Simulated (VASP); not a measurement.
A run of VASP 6.6.1 is set up as follows.

Contents of INCAR:

```
  PREC = Accurate
  ENCUT = 520
  EDIFF = 1E-6
  ISMEAR = -1
  SIGMA = 0.1
  LREAL = False
  LASPH = True
  NELM = 150
  ALGO = Normal
  ISIF = 2
  LWAVE = False
  LCHARG = False
  ISPIN = 2
  MAGMOM = 2 -2 0 0
  LORBIT = 11
  LMAXMIX = 4
  NBANDS = 27
```

Contents of KPOINTS:

```
Automatic mesh
0
Gamma
  8 8 5
```

POSCAR

```
CoO
1.0
    3.1976460000      0.0000000000      0.0000000000
   -1.5988230000      2.7692420000      0.0000000000
    0.0000000000      0.0000000000      5.2287100000
Co O
2 2
Direct
    0.0000000000      0.0000000000      0.0034740000
    0.3333333333      0.6666666667      0.5033620000
    0.0000000000      0.0000000000      0.3716090000
    0.3333333333      0.6666666667      0.8715560000
```

Potentials or basis: VASP PAW LDA potentials, release 64 (Co, O).

Launch:

```sh
$ cat potpaw_LDA.64/Co/POTCAR potpaw_LDA.64/O/POTCAR > POTCAR
$ mpirun -np 1 vasp_std > vasp.out
```

**Question.** Predict the largest force.

**Answer.** 0.030 eV/Å.

**Question.** Predict the band gap on the k mesh.

**Answer.** Zero (filled and empty bands overlap).

Stress tensor (GPa, compression positive):
```
-19.32   0.00   0.00
  0.00 -19.32   0.00
  0.00   0.00 -16.74
```

Caveat: semilocal functionals often make such compounds metallic where correlation or magnetic order opens a gap, which also shifts bond lengths. With open d or f shells a metallic result of LDA can be an artefact of self-interaction; +U or a hybrid may open a gap.
